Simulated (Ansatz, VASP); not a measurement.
CdSe in VASP and in Ansatz

File POSCAR:

```
CdSe
1.0
    4.1910374164      0.0000000000      0.0000000000
   -2.0955187082      3.6295448708      0.0000000000
    0.0000000000      0.0000000000      7.0152000000
Cd Se
2 2
Direct
    0.6666666667      0.3333333333      0.0000000000
    0.3333333333      0.6666666667      0.5000000000
    0.6666666667      0.3333333333      0.3750000000
    0.3333333333      0.6666666667      0.8750000000
```

Contents of INCAR.step1:

```
  PREC = Accurate
  ENCUT = 520
  ISMEAR = 0
  SIGMA = 0.05
  LREAL = F
  LASPH = T
  NELM = 80
  NBANDS = 26
  GGA = PE
  ALGO = Normal
  EDIFF = 1E-4
  LWAVE = T
  LCHARG = F
```

INCAR.step2

```
  PREC = Accurate
  ENCUT = 520
  EDIFF = 1E-7
  ISMEAR = 0
  SIGMA = 0.05
  LREAL = F
  LASPH = T
  NELM = 80
  ALGO = Normal
  ISIF = 2
  LWAVE = F
  LCHARG = F
  METAGGA = R2SCAN
  LMIXTAU = T
  NBANDS = 26
  ISTART = 1
```

KPOINTS

```
regular mesh
0
Gamma
  6 6 4
```

Input for Ansatz:

```yaml
crystal:
  lattice:
    - [4.1910374164, 0.0, 0.0]
    - [-2.0955187082, 3.6295448708, 0.0]
    - [0.0, 0.0, 7.0152]
  atoms:
    - { symbol: Cd, position: [0.6666666667, 0.3333333333, 0.0] }
    - { symbol: Cd, position: [0.3333333333, 0.6666666667, 0.5] }
    - { symbol: Se, position: [0.6666666667, 0.3333333333, 0.375] }
    - { symbol: Se, position: [0.3333333333, 0.6666666667, 0.875] }
basis:
  ecutwfc: 500
kpoints:
  mp_grid: { grid: [6, 6, 4] }
hamiltonian:
  xc: r2scan
scf:
  occupations: { method: gaussian, width: 0.05 }
output:
  forces: true
  stress: true
  eigenvalues: true
```

Change from the starting cell: strain -0.025 along x and y, +0.000 along z, atoms carried along.

Alike in both runs: task single point; functional r2SCAN; k mesh 6 × 6 × 4; occupations gaussian, width 0.05 eV; no spin polarisation.

|  | VASP | Ansatz |
| --- | --- | --- |
| version | VASP 6.6.1 | Ansatz 0.2.0 |
| potentials or method | VASP PAW PBE potentials, release 64 (Cd, Se), cutoff 520 eV | scalar-relativistic, plane waves, PAW |
| valence electrons in the cell | 36 | 72 |

Ansatz gave:

| Item | Value |
| --- | --- |
| gap on the k mesh at the Fermi level (eV) | 1.24 |
| least direct gap on the mesh (eV) | 1.24 |
| pressure (GPa) | 4.9 |
| traceless stress, the component that is largest in VASP (GPa) | -1.81 |
| rms of the force components (eV/Å) | 0.131 |

Question: Which values does VASP return?

Answer: gap on the k mesh at the Fermi level (eV): 1.23; least direct gap on the mesh (eV): 1.23; pressure (GPa): 5.3; traceless stress, the component that is largest in VASP (GPa): -1.84; rms of the force components (eV/Å): 0.135.

VASP's potentials were made for PBE, not for r2SCAN. Atom by atom the forces differ by 0.005 eV/Å (rms over components). The functional is the same, so the differences come from potentials, cutoffs and numerics. VASP's potentials hold 36 valence electrons a cell and Ansatz's 72, so a difference there can come from the potentials and not from the codes.
